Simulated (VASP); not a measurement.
Here is a VASP 6.6.1 calculation.

Contents of INCAR:

```
SYSTEM = TiCo
  PREC = Accurate
  ENCUT = 600
  EDIFF = 1E-6
  ISMEAR = -1
  SIGMA = 0.05
  LREAL = .FALSE.
  LASPH = .TRUE.
  NELM = 150
  ALGO = Normal
  ISIF = 3
  LWAVE = .FALSE.
  LCHARG = .FALSE.
  ISPIN = 2
  MAGMOM = 2 1
  LORBIT = 11
  LMAXMIX = 4
  GGA = PS
  IBRION = 2
  NSW = 80
  EDIFFG = -0.005
```

The input KPOINTS:

```
regular mesh
0
G
  9 9 9
  0 0 0
```

Contents of POSCAR:

```
TiCo
1.0
    2.9861109900      0.0000000000      0.0000000000
    0.0000000000      2.9861109900      0.0000000000
    0.0000000000      0.0000000000      2.9861109900
Co Ti
1 1
Direct
    0.5000000000      0.5000000000      0.5000000000
    0.0000000000      0.0000000000      0.0000000000
```

Potentials or basis: VASP PAW PBE potentials, release 64 (Co, Ti_sv).

Run with:

```sh
$ cat potpaw_PBE.64/Co/POTCAR potpaw_PBE.64/Ti_sv/POTCAR > POTCAR
$ mpirun -np 1 vasp_std > vasp.out
```

**Question.** Predict the space group after relaxing (to 0.1 Å).

**Answer.** Pm-3m (No. 221).

**Question.** What does it give for the relaxed volume?

**Answer.** 12.65 Å³/atom.

**Question.** Estimate the relaxed cell.

**Answer.** a = 2.936 Å, b = 2.936 Å, c = 2.936 Å, α = 90.00°, β = 90.00°, γ = 90.00°.

Final structure:
```
Co Ti
1.0
     2.93585    0.00000    0.00000
     0.00000    2.93585    0.00000
     0.00000    0.00000    2.93585
Co Ti
1 1
Direct
  0.50000 0.50000 0.50000
  0.00000 0.00000 0.00000
```

Caveat: the PAW data sets were made with another functional, which shifts forces and pressure a little.
